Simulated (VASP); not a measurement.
Runs of VASP 6.6.1 on Co. The structure is that of space group P6/mmm (No. 191), or close to it. The cells are those of the table. This isn't the form of Co at room conditions, which is hcp.

| potentials or basis | cell | k mesh | cutoff (eV) | gap on the mesh (eV) | pressure (GPa) | moment (μB) |
| --- | --- | --- | --- | --- | --- | --- |
| VASP PAW LDA potentials, release 64 (Co) | a = 3.856, b = 3.856, c = 2.377 Å, angles 90.0, 90.0, 120.0°, 3 atoms | 11 × 11 × 15 | 520 | none | -1.8 | 4.56 |
| VASP PAW LDA potentials, release 64 (Co_sv) | a = 3.856, b = 3.856, c = 2.377 Å, angles 90.0, 90.0, 120.0°, 3 atoms | 9 × 9 × 13 | 690 | none | (a) | (c) |
| VASP PAW LDA potentials, release 64 (Co) | a = 3.906, b = 3.906, c = 2.408 Å, angles 90.0, 90.0, 120.0°, 3 atoms | 11 × 11 × 15 | 520 | none | -10.5 | 4.71 |
| VASP PAW LDA potentials, release 64 (Co) | a = 3.956, b = 3.956, c = 2.438 Å, angles 90.0, 90.0, 120.0°, 3 atoms | 11 × 11 × 15 | 520 | none | (b) | 4.80 |

Alike in all rows: task single point; level LDA; spin collinear, ferromagnetic start; smearing fermi-dirac 0.05 eV.

Task: Fill in the values left out.

Result: (a) -1.7; (b) -17.6; (c) 4.64.

Caveats: the cell stands under tension (at least some runs).

A gap of «none» marks levels without a gap at the run's occupations.

The runs don't all hold the same shells in valence.
